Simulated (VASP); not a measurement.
Write the native input for VASP 6.6.1 that does the following.

```yaml
Task: single point
Functional: LDA
Potentials_or_basis: VASP PAW LDA potentials, release 64 (B, N)
Cutoff: 600 eV
k_mesh: 10 × 10 × 10
Occupations: gaussian, width 0.1 eV
Spin: no spin polarisation
Dipole_correction: no
Further_INCAR_settings: ALGO = Normal; EDIFF = 1e-06; NBANDS = 11
```

The structure of BN lies in POSCAR:

```
BN
1.0
    0.0000000000      1.7905521938      1.7905521938
    1.7905521938      0.0000000000      1.7905521938
    1.7905521938      1.7905521938      0.0000000000
B N
1 1
Direct
    0.0000000000      0.0000000000      0.0000000000
    0.7500000000      0.7500000000      0.7500000000
```

One way to write it, as run:

INCAR

```
SYSTEM = BN
PREC = Accurate
ENCUT = 600
EDIFF = 1E-6
ISMEAR = 0
SIGMA = 0.1
LREAL = .FALSE.
LASPH = .TRUE.
NELM = 120
ALGO = Normal
ISIF = 2
LWAVE = .FALSE.
LCHARG = .FALSE.
NBANDS = 11
GGA_COMPAT = .FALSE.
```

KPOINTS

```
regular mesh
0
G
  10 10 10
  0 0 0
```

Potentials or basis: VASP PAW LDA potentials, release 64 (B, N).

Run with:

```sh
$ cat potpaw_LDA.64/B/POTCAR potpaw_LDA.64/N/POTCAR > POTCAR
$ mpirun -np 1 vasp_std > vasp.out
```

It gave:

```json
{
 "Pressure": "0.6 GPa",
 "Band gap on the k mesh": "4.38 eV (least direct gap 8.82 eV)"
}
```

Wall time 3.7 s on 1 thread of Intel(R) Xeon(R) 6975P-C (Granite Rapids), with other jobs on the host, peak memory 0.11 GiB.
